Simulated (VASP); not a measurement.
Here is a VASP 6.6.1 calculation.

The input INCAR:

```
PREC = Accurate
ENCUT = 520
EDIFF = 1E-8
ISMEAR = -1
SIGMA = 0.08
LREAL = False
LASPH = True
NELM = 80
ALGO = Normal
ISIF = 2
LWAVE = False
LCHARG = False
GGA = CA
LEFG = True
NBANDS = 18
```

File KPOINTS:

```
regular mesh
0
Gamma
  11 11 11
```

Contents of POSCAR:

```
YHg
1.0
    3.7304529249      0.0000000000      0.0000000000
    0.0000000000      3.7304529249      0.0000000000
    0.0000000000      0.0000000000      3.7304529249
Y Hg
1 1
Direct
    0.5000000000      0.5000000000      0.5000000000
    0.0000000000      0.0000000000      0.0000000000
```

Potentials or basis: VASP PAW LDA potentials, release 64 (Y_sv, Hg).

The run is started by

```console
$ cat potpaw_LDA.64/Y_sv/POTCAR potpaw_LDA.64/Hg/POTCAR > POTCAR
$ mpirun -np 1 vasp_std > vasp.out
```

Question: Estimate the pressure.

Answer: -5.6 GPa.

Caveat: without QUAD_EFG the Cq values of the log hold for a quadrupole moment of 1 mb, not for the nuclei.
